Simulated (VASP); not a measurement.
# Te: single point with PBEsol

Crystal: Te.

```
CELL_PARAMETERS angstrom
3.49649 0.00000 0.00000
-1.74825 3.02805 0.00000
0.00000 0.00000 6.55133
ATOMIC_POSITIONS crystal
Te 0.66666 0.66666 0.00000
Te 0.00000 0.33334 0.66667
Te 0.33334 0.00000 0.33333
```

```
Program             : VASP 6.6.1
Task                : single point
Functional          : PBEsol
Potentials or basis : VASP PAW PBE potentials, release 64 (Te)
Cutoff              : 520 eV
k mesh              : 7 × 7 × 5
Occupations         : fermi-dirac, width 0.05 eV
Spin                : no spin polarisation
```

- Pressure: 20.2 GPa
- Band gap on the k mesh: zero (band 9 reaches 12.63 eV, above the bottom of band 10 at 9.08 eV)

Stress tensor (GPa, compression positive):
```
20.12  0.00  0.00
 0.00 20.12  0.00
 0.00  0.00 20.22
```

Levels at points of the mesh, in eV from the Fermi level:
| k point | band 5 | band 6 | band 7 | band 8 | band 9 | band 10 | band 11 | band 12 | band 13 | band 14 |
| --- | --- | --- | --- | --- | --- | --- | --- | --- | --- | --- |
| (0.00, 0.00, 0.00) | -2.30 | -0.28 | -0.28 | -0.28 | -0.28 | 2.51 | 2.51 | 4.31 | 4.54 | 4.54 |

It took 24 s on 1 thread of Intel(R) Xeon(R) Platinum 8375C CPU @ 2.90GHz (Ice Lake), on a shared host, peak memory 0.19 GiB.

Caveat: the PAW data sets were made with another functional, which shifts forces and pressure a little; spin-orbit coupling is left out, which moves the levels of the heavy elements.
